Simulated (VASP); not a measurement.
A run of VASP 6.6.1:

The input POSCAR:

```
BaS
1.0
    3.8337582654      0.0000000000      0.0000000000
    0.0000000000      3.8337582654      0.0000000000
    0.0000000000      0.0000000000      3.8337582654
Ba S
1 1
Direct
    0.0000000000      0.0000000000      0.0000000000
    0.5000000000      0.5000000000      0.5000000000
```

INCAR.step1

```
ALGO = Normal
EDIFF = 1E-5
ENCUT = 520
GGA = PE
ISIF = 2
ISMEAR = 0
LASPH = T
LCHARG = F
LREAL = F
LWAVE = T
NBANDS = 15
NELM = 60
PREC = Accurate
SIGMA = 0.01
```

File INCAR.step2:

```
ALGO = Normal
EDIFF = 1E-6
ENCUT = 520
GGA = PE
HFSCREEN = 0.2079
ISIF = 2
ISMEAR = 0
ISTART = 1
LASPH = T
LCHARG = F
LHFCALC = T
LREAL = F
LWAVE = F
NBANDS = 15
NELM = 60
PREC = Accurate
PRECFOCK = Normal
SIGMA = 0.01
```

Contents of KPOINTS:

```
k-points
0
Gamma
  4 4 4
```

Potentials or basis: VASP PAW PBE potentials, release 64 (Ba_sv, S).

Run with:

```bash
$ cat potpaw_PBE.64/Ba_sv/POTCAR potpaw_PBE.64/S/POTCAR > POTCAR
$ cp INCAR.step1 INCAR
$ mpirun -np 1 vasp_std > vasp.out
$ cp INCAR.step2 INCAR
$ mpirun -np 1 vasp_std > vasp.out
```

Hardware: 1 thread of Intel(R) Xeon(R) Platinum 8488C (Sapphire Rapids), with other jobs on the host.

Question: Estimate the wall time of this run.

Answer: Run time: 4 min on 1 thread of Intel(R) Xeon(R) Platinum 8488C (Sapphire Rapids), with other jobs on the host, peak memory 0.27 GiB. Counts: k points 10.
